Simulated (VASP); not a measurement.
Na, 1 atom in the cell. It takes space group R-3m (No. 166, trigonal). Conventional cell: a = 5.981 Å, b = 5.981 Å, c = 3.608 Å, α = 90.00°, β = 90.00°, γ = 120.00°. Na (site symmetry -3m) has 14 Na at 3.61 to 4.21 Å within 4.7 Å.  This cell differs from its parent crystal: equal xy, yz and zx shear strains of -1 %.

```yaml
Program: VASP 6.6.1
Task: electric field gradients
Functional: PBEsol
Potentials_or_basis: VASP PAW PBE potentials, release 64 (Na_pv)
Cutoff: 520 eV
k_mesh: 12 × 12 × 12
Occupations: fermi-dirac, width 0.05 eV
Spin: no spin polarisation
Dipole_correction: no
Further_INCAR_settings: ALGO = Normal; EDIFF = 1e-08; NBANDS = 10
```

Potentials or basis: VASP PAW PBE potentials, release 64 (Na_pv).

The run is started by

```bash
$ cat potpaw_PBE.64/Na_pv/POTCAR > POTCAR
$ mpirun -np 1 vasp_std > vasp.out
```

Hardware: 1 thread of Intel Xeon 8259CL, on a shared host.

How long does it take, and how much memory?

Run time: 81 s on 1 thread of Intel Xeon 8259CL, with other jobs on the host, peak memory 0.19 GiB. Counts: scf iterations 11, k points 189.
